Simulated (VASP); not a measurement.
# SnO2 (Pbcn) in VASP: notebook

Runs on SnO2. Level: LDA. Tasks: single point.

All numbers are computed with VASP 6.6.1; they aren't measurements. Logs are shortened: lines on timing, memory, paths and dates and some standing lists are left out, and cuts for length are marked.

### 1 The cell of the first run

It takes space group Pbcn (No. 60, orthorhombic). The conventional cell has a = 4.703 Å, b = 5.695 Å, c = 5.204 Å, α = 90.00°, β = 90.00°, γ = 90.00°. Within 2.7 Å of Sn (site symmetry 2) lie 6 O at 2.02 to 2.10 Å. Within 2.7 Å of O (site symmetry 1) lie 3 Sn at 2.02 to 2.10 Å and 1 O at 2.61 Å.

### 2 Single point, LDA

INCAR reads:

```
SYSTEM = SnO2
  ALGO = Normal
  EDIFF = 1E-7
  ENCUT = 520
  ISIF = 2
  ISMEAR = 0
  LASPH = .TRUE.
  LCHARG = .TRUE.
  LELF = .TRUE.
  LREAL = .FALSE.
  LVHAR = .TRUE.
  LWAVE = .FALSE.
  NBANDS = 64
  NELM = 60
  PREC = Accurate
  SIGMA = 0.02
```

KPOINTS reads:

```
k-points
0
G
  6 6 6
  0 0 0
```

POSCAR reads:

```
SnO2
1.0
    4.7034523101      0.0000000000      0.0000000000
    0.0000000000      5.6951729255      0.0000000000
    0.0000000000      0.0000000000      5.2043295710
Sn O
4 8
Direct
    0.5000000000      0.6673206246      0.7500000000
    0.0000000000      0.8326793754      0.2500000000
    0.5000000000      0.3326793754      0.2500000000
    0.0000000000      0.1673206246      0.7500000000
    0.7310207140      0.6049099315      0.0776301523
    0.2310207140      0.8950900685      0.9223698477
    0.7689792860      0.8950900685      0.5776301523
    0.2689792860      0.6049099315      0.4223698477
    0.7310207140      0.3950900685      0.5776301523
    0.2310207140      0.1049099315      0.4223698477
    0.7689792860      0.1049099315      0.0776301523
    0.2689792860      0.3950900685      0.9223698477
```

Potentials or basis: VASP PAW LDA potentials, release 64 (Sn_d, O).

Command:

```bash
cat potpaw_LDA.64/Sn_d/POTCAR potpaw_LDA.64/O/POTCAR > POTCAR
mpirun -np 1 vasp_std > vasp.out
```

OUTCAR:

```text
SYSTEM = SnO2
   EDIFF = 1E-7
   ENCUT = 520
   ISIF = 2
   ISMEAR = 0
   LASPH = .TRUE.
   LREAL = .FALSE.
   NELM = 60
   PREC = Accurate

 ion  position               nearest neighbor table
   1  0.500  0.667  0.750-   6 2.02   7 2.02   5 2.05   8 2.05   9 2.10  12 2.10   3 3.23   3 3.23
                             2 3.63   2 3.63   2 3.63   2 3.63   4 3.69   4 3.69   4 3.69   4 3.69
   2  0.000  0.833  0.250-   5 2.02   8 2.02   7 2.05   6 2.05  10 2.10  11 2.10   4 3.23   4 3.23
                             1 3.63   1 3.63   1 3.63   1 3.63   3 3.69   3 3.69   3 3.69   3 3.69
   3  0.500  0.333  0.250-  10 2.02  11 2.02   9 2.05  12 2.05   5 2.10   8 2.10   1 3.23   1 3.23
                             4 3.63   4 3.63   4 3.63   4 3.63   2 3.69   2 3.69   2 3.69   2 3.69
   4  0.000  0.167  0.750-   9 2.02  12 2.02  11 2.05  10 2.05   6 2.10   7 2.10   2 3.23   2 3.23
                             3 3.63   3 3.63   3 3.63   3 3.63   1 3.69   1 3.69   1 3.69   1 3.69
   5  0.731  0.605  0.078-   2 2.02   1 2.05   3 2.10
   6  0.231  0.895  0.922-   1 2.02   2 2.05   4 2.10
   7  0.769  0.895  0.578-   1 2.02   2 2.05   4 2.10
   8  0.269  0.605  0.422-   2 2.02   1 2.05   3 2.10
   9  0.731  0.395  0.578-   4 2.02   3 2.05   1 2.10
  10  0.231  0.105  0.422-   3 2.02   4 2.05   2 2.10
  11  0.769  0.105  0.078-   3 2.02   4 2.05   2 2.10
  12  0.269  0.395  0.922-   4 2.02   3 2.05   1 2.10

  LATTYP: Found a simple orthorhombic cell.
 ALAT       =     4.7034523101
 B/A-ratio  =     1.1064914084
 C/A-ratio  =     1.2108495101

  Lattice vectors:

 A1 = (  -4.7034523101,   0.0000000000,   0.0000000000)
 A2 = (   0.0000000000,   0.0000000000,   5.2043295710)
 A3 = (   0.0000000000,   5.6951729255,   0.0000000000)

Analysis of symmetry for initial positions (statically):
=====================================================================
 Subroutine PRICEL returns:
 Original cell was already a primitive cell.

 Routine SETGRP: Setting up the symmetry group for a
 simple orthorhombic supercell.

 Subroutine GETGRP returns: Found  8 space group operations
 (whereof  2 operations were pure point group operations)
 out of a pool of  8 trial point group operations.

The static configuration has the point symmetry S_2 .
 The point group associated with its full space group is D_2h.

Analysis of symmetry for dynamics (positions and initial velocities):
=====================================================================
 Subroutine PRICEL returns:
[... 137 lines left out ...]
   ISYM   =      2    0-nonsym 1-usesym 2-fastsym
   POTIM  = 0.5000    time-step for ionic-motion
   TEBEG  =    0.0;   TEEND  =   0.0 temperature during run
   PSTRESS=    0.0 pullay stress
   NELECT =     104.0000    total number of electrons
   NUPDOWN=      -1.0000    fix difference up-down
   EMIN   =  10.00;   EMAX   =-10.00  energy-range for DOS
   EFERMI =   0.00;   METHOD = LEGACY
   ISMEAR =     0;   SIGMA  =   0.02  broadening in eV -4-tet -1-fermi 0-gaus
   EFERMI_NEDOS =   21; number of points for ismear=-14 and -15
   IALGO  =     38    algorithm
   IMIX   =      4    mixing-type and parameters
     AMIX     =   0.40;   BMIX     =  1.00
     AMIX_MAG =   1.60;   BMIX_MAG =  1.00
  volume/ion in A,a.u.               =      11.62        78.40
  Fermi-wavevector in a.u.,A,eV,Ry     =   1.484761  2.805791 29.994238  2.204514
  Thomas-Fermi vector in A             =   2.598257
   LORBIT       =      0    0 simple, 1 ext, 2 COOP (PROOUT), +10 PAW based schemes
   GGA     = CA    functional components
   LHFCALC =     F    Hartree Fock is set to
   AEXX    =    0.0000 exact exchange contribution
   IVDW    =     0    specifies the selected vdW correction
   LEPSILON=     F    determine dielectric tensor
   LRPA    =     F    only Hartree local field effects (RPA)
 non-spin polarized calculation
 Gauss-broadening in eV      SIGMA  =   0.02
  energy-cutoff  :      520.00
  volume of cell :      139.41
 maximum number of plane-waves:      3780
 NGX is ok and might be reduce to    36
   NGX = 17   NGY = 21   NGZ = 19

 number of electron     103.9999972 magnetization

 Free energy of the ion-electron system (eV)
  ---------------------------------------------------
  ext. energy  EPLUGINS =         0.00000000
  ---------------------------------------------------
  free energy    TOTEN  =       -84.41430455 eV

  energy without entropy =      -84.41430455  energy(sigma->0) =      -84.41430455

 E-fermi :   5.9979     XC(G=0): -11.9741

 val. band max:        5.8550390725   @ k =   0.0000   0.0000   0.0000
 cond. band min:       7.3930789987   @ k =   0.0000   0.0000   0.0000
 fundamental gap:      1.5380399261
 Fermi energy:         5.9978606120

 k-point     1 :       0.0000    0.0000    0.0000
  band No.  band energies     occupation
      1     -14.7022      2.00000
      2     -14.5664      2.00000
      3     -14.4774      2.00000
      4     -14.1664      2.00000
      5     -14.0274      2.00000
      6     -13.8628      2.00000
[... 1597 lines left out ...]
     63      16.7147      0.00000
     64      16.7174      0.00000

 [... further k-points ...]
[... 5 lines left out ...]
  --------------------------------------------------------------------------------------
  -------------------------------------------------------------------------------------
  Total        0.8816143      0.8753456      1.0490205      0.0000000      0.0000000     -0.0000000
  in kB       10.1321303     10.0600856     12.0560799      0.0000000      0.0000000     -0.0000000
  external PRESSURE =      10.7494319 kB  Pullay stress =       0.0000000 kB

 VOLUME and BASIS-vectors are now :
 -----------------------------------------------------------------------------
  energy-cutoff  :      520.00
  volume of cell :      139.41
      direct lattice vectors                 reciprocal lattice vectors
     4.703452310  0.000000000  0.000000000     0.212609788  0.000000000  0.000000000
     0.000000000  5.695172925  0.000000000     0.000000000  0.175587293  0.000000000
     0.000000000  0.000000000  5.204329571     0.000000000  0.000000000  0.192147708

 POSITION                                       TOTAL-FORCE (eV/Angst)
 -----------------------------------------------------------------------------------
      2.35173      3.80051      3.90325         0.000000      0.018913     -0.000000
      0.00000      4.74225      1.30108         0.000000     -0.018913     -0.000000
      2.35173      1.89467      1.30108         0.000000     -0.018913     -0.000000
      0.00000      0.95292      3.90325         0.000000      0.018913     -0.000000
      3.43832      3.44507      0.40401         0.013313     -0.009413      0.005201
      1.08659      5.09769      4.80032         0.013313      0.009413     -0.005201
      3.61686      5.09769      3.00618        -0.013313      0.009413      0.005201
      1.26513      3.44507      2.19815        -0.013313     -0.009413     -0.005201
      3.43832      2.25011      3.00618         0.013313      0.009413      0.005201
      1.08659      0.59748      2.19815         0.013313     -0.009413     -0.005201
      3.61686      0.59748      0.40401        -0.013313     -0.009413      0.005201
      1.26513      2.25011      4.80032        -0.013313      0.009413     -0.005201
 -----------------------------------------------------------------------------------
    total drift:                                0.000000      0.000000      0.000000

  FREE ENERGIE OF THE ION-ELECTRON SYSTEM (eV)
  ---------------------------------------------------
  free  energy   TOTEN  =       -84.4143045453 eV

  energy  without entropy=      -84.4143045453  energy(sigma->0) =      -84.41430455
```

stdout:

```text
POSCAR found type information on POSCAR SnO
 POSCAR found :  2 types and      12 ions
 scaLAPACK will be used
 LDA part: xc-table for (Slater(with rela. corr.)+CA(PZ))
 , standard interpolation
 POSCAR, INCAR and KPOINTS ok, starting setup
 FFT: planning ... GRIDC
 FFT: planning ... GRID_SOFT
 FFT: planning ... GRID
 WAVECAR not read
 entering main loop
```

Run time: 16 min. Hardware: 1 thread of Intel Xeon 8259CL, shared host; peak memory 0.47 GiB.

What came out:

```yaml
Free_energy: -84.4143 eV
Pressure: 1.1 GPa
Largest_force: 0.019 eV/Å
Band_gap_on_the_k_mesh: 1.54 eV
```

Forces in eV/Å, atoms in the order of the input:
```
Sn   0.000  0.019  0.000
Sn   0.000 -0.019  0.000
Sn   0.000 -0.019  0.000
Sn   0.000  0.019  0.000
O    0.013 -0.009  0.005
O    0.013  0.009 -0.005
O   -0.013  0.009  0.005
O   -0.013 -0.009 -0.005
O    0.013  0.009  0.005
O    0.013 -0.009 -0.005
O   -0.013 -0.009  0.005
O   -0.013  0.009 -0.005
```

Caveat: spin-orbit coupling is left out, which moves the levels of the heavy elements.

### 3 Single point, LDA (12.78 Å³/atom)

This run uses another cell than the first one, of 12.78 Å³/atom.

INCAR reads:

```
  ALGO = Normal
  EDIFF = 1E-7
  ENCUT = 520
  ISIF = 2
  ISMEAR = 0
  LASPH = T
  LCHARG = F
  LREAL = F
  LWAVE = F
  NBANDS = 64
  NELM = 100
  PREC = Accurate
  SIGMA = 0.02
```

KPOINTS reads:

```
k-points
0
Gamma
  6 6 6
```

POSCAR reads:

```
SnO2
1.0
    4.8572712548      0.0000000000      0.0000000000
    0.0000000000      5.8986813539      0.0000000000
    0.0000000000      0.0000000000      5.3522185623
Sn O
4 8
Direct
    0.5000000000      0.6614639632      0.7500000000
    0.0000000000      0.8385360368      0.2500000000
    0.5000000000      0.3385360368      0.2500000000
    0.0000000000      0.1614639632      0.7500000000
    0.7241233017      0.6125863875      0.0801659875
    0.2241233017      0.8874136125      0.9198340125
    0.7758766983      0.8874136125      0.5801659875
    0.2758766983      0.6125863875      0.4198340125
    0.7241233017      0.3874136125      0.5801659875
    0.2241233017      0.1125863875      0.4198340125
    0.7758766983      0.1125863875      0.0801659875
    0.2758766983      0.3874136125      0.9198340125
```

Potentials or basis: VASP PAW LDA potentials, release 64 (Sn_d, O).

Command:

```bash
cat potpaw_LDA.64/Sn_d/POTCAR potpaw_LDA.64/O/POTCAR > POTCAR
mpirun -np 1 vasp_std > vasp.out
```

Run time: 18 min. Hardware: 1 thread of Intel Xeon 8259CL, shared host; peak memory 0.51 GiB.

It converged, with:

```
Free energy            : -83.7818 eV
Pressure               : -14.4 GPa
Largest force          : 0.021 eV/Å
Band gap on the k mesh : 0.51 eV (least direct gap 0.58 eV)
```

Forces in eV/Å, atoms in the order of the input:
```
Sn   0.000  0.020  0.000
Sn   0.000 -0.020  0.000
Sn   0.000 -0.020  0.000
Sn   0.000  0.020  0.000
O    0.016 -0.006  0.012
O    0.016  0.006 -0.012
O   -0.016  0.006  0.012
O   -0.016 -0.006 -0.012
O    0.016  0.006  0.012
O    0.016 -0.006 -0.012
O   -0.016 -0.006  0.012
O   -0.016  0.006 -0.012
```

Stress tensor (GPa, compression positive):
```
-14.53   0.00   0.00
  0.00 -14.50   0.00
  0.00   0.00 -14.32
```

Levels at points of the mesh, in eV from the valence-band top:
| k point | band 48 | band 49 | band 50 | band 51 | band 52 | band 53 | band 54 | band 55 | band 56 | band 57 |
| --- | --- | --- | --- | --- | --- | --- | --- | --- | --- | --- |
| (0.00, 0.00, 0.00) | -0.65 | -0.64 | -0.16 | -0.11 | -0.07 | 0.51 | 5.18 | 5.42 | 6.19 | 6.21 |
| (0.50, 0.00, 0.00) | -0.86 | -0.25 | -0.25 | -0.08 | -0.08 | 3.74 | 3.74 | 4.41 | 4.41 | 7.82 |
| (0.00, 0.50, 0.00) | -1.07 | -0.80 | -0.80 | -0.14 | -0.14 | 3.23 | 3.23 | 6.01 | 6.01 | 7.97 |
| (0.50, 0.50, 0.00) | -0.74 | -0.56 | -0.56 | -0.17 | -0.17 | 4.05 | 4.05 | 5.21 | 5.21 | 7.81 |
| (0.00, 0.00, 0.50) | -0.68 | -0.25 | -0.25 | -0.20 | -0.20 | 3.63 | 3.63 | 5.29 | 5.29 | 7.02 |
| (0.50, 0.00, 0.50) | -0.87 | -0.25 | -0.25 | -0.25 | -0.25 | 4.16 | 4.16 | 4.16 | 4.16 | 7.56 |
| (0.00, 0.50, 0.50) | -1.17 | -0.30 | -0.30 | -0.30 | -0.30 | 4.64 | 4.64 | 4.64 | 4.64 | 7.99 |
| (0.50, 0.50, 0.50) | -1.07 | -0.35 | -0.35 | -0.35 | -0.35 | 4.54 | 4.54 | 4.54 | 4.54 | 7.90 |

Caveat: the cell stands under tension; semilocal functionals underestimate gaps, and a narrow one can read as zero; spin-orbit coupling is left out, which moves the levels of the heavy elements.

### 4 Single point, LDA

This run uses another cell than the first one, of 11.50 Å³/atom.

INCAR reads:

```
SYSTEM = SnO2
  PREC = Accurate
  ENCUT = 520
  EDIFF = 1E-6
  ISMEAR = 0
  SIGMA = 0.02
  LREAL = .FALSE.
  LASPH = .TRUE.
  NELM = 80
  ALGO = Normal
  ISIF = 2
  LWAVE = .FALSE.
  LCHARG = .TRUE.
  GGA = CA
  LELF = .TRUE.
  LVHAR = .TRUE.
  NBANDS = 64
```

KPOINTS reads:

```
Automatic mesh
0
G
  6 6 6
  0 0 0
```

POSCAR reads:

```
SnO2
1.0
    4.6890081962      0.0000000000      0.0000000000
    0.0000000000      5.6733324098      0.0000000000
    0.0000000000      0.0000000000      5.1880047159
Sn O
4 8
Direct
    0.5000000000      0.6681027266      0.7500000000
    0.0000000000      0.8318972734      0.2500000000
    0.5000000000      0.3318972734      0.2500000000
    0.0000000000      0.1681027266      0.7500000000
    0.7317459369      0.6038884727      0.0771764173
    0.2317459369      0.8961115273      0.9228235827
    0.7682540631      0.8961115273      0.5771764173
    0.2682540631      0.6038884727      0.4228235827
    0.7317459369      0.3961115273      0.5771764173
    0.2317459369      0.1038884727      0.4228235827
    0.7682540631      0.1038884727      0.0771764173
    0.2682540631      0.3961115273      0.9228235827
```

Command:

```bash
cat potpaw_LDA.64/Sn_d/POTCAR potpaw_LDA.64/O/POTCAR > POTCAR
mpirun -np 1 vasp_std > vasp.out
```

Run time: 7.8 min. Hardware: 1 thread of Intel Xeon Platinum 8259CL at 2.50GHz (Skylake/Cascade Lake), shared host; peak memory 0.46 GiB.

Results (log left out):

```
Free energy            : -84.3949 eV
Pressure               : 3.1 GPa
Largest force          : 0.018 eV/Å
Band gap on the k mesh : 1.64 eV
```

Forces in eV/Å, atoms in the order of the input:
```
Sn   0.000  0.018  0.000
Sn   0.000 -0.018  0.000
Sn   0.000 -0.018  0.000
Sn   0.000  0.018  0.000
O    0.015 -0.009  0.004
O    0.015  0.009 -0.004
O   -0.015  0.009  0.004
O   -0.015 -0.009 -0.004
O    0.015  0.009  0.004
O    0.015 -0.009 -0.004
O   -0.015 -0.009  0.004
O   -0.015  0.009 -0.004
```

Stress tensor (GPa, compression positive):
```
3.09 0.00 0.00
0.00 3.04 0.00
0.00 0.00 3.25
```

Levels at points of the mesh, in eV from the valence-band top:
```tsv
k point	band 48	band 49	band 50	band 51	band 52	band 53	band 54	band 55	band 56	band 57
(0.00, 0.00, 0.00)	-0.60	-0.58	-0.19	-0.13	0.00	1.64	6.37	6.40	6.81	7.06
(0.50, 0.00, 0.00)	-0.83	-0.30	-0.30	-0.05	-0.05	4.74	4.74	5.44	5.44	8.34
(0.00, 0.50, 0.00)	-1.01	-0.95	-0.95	-0.10	-0.10	4.33	4.33	7.03	7.03	8.81
(0.50, 0.50, 0.00)	-0.69	-0.60	-0.60	-0.22	-0.22	5.20	5.20	6.26	6.26	8.76
(0.00, 0.00, 0.50)	-0.75	-0.26	-0.26	-0.17	-0.17	4.67	4.67	6.32	6.32	7.85
(0.50, 0.00, 0.50)	-0.90	-0.24	-0.24	-0.24	-0.24	5.15	5.15	5.15	5.15	8.23
(0.00, 0.50, 0.50)	-1.16	-0.33	-0.33	-0.33	-0.33	5.75	5.75	5.75	5.75	8.84
(0.50, 0.50, 0.50)	-1.06	-0.39	-0.39	-0.39	-0.39	5.62	5.62	5.62	5.62	8.70
```

Caveat: the cell stands under pressure; spin-orbit coupling is left out, which moves the levels of the heavy elements.

[end of part 1 of 2]
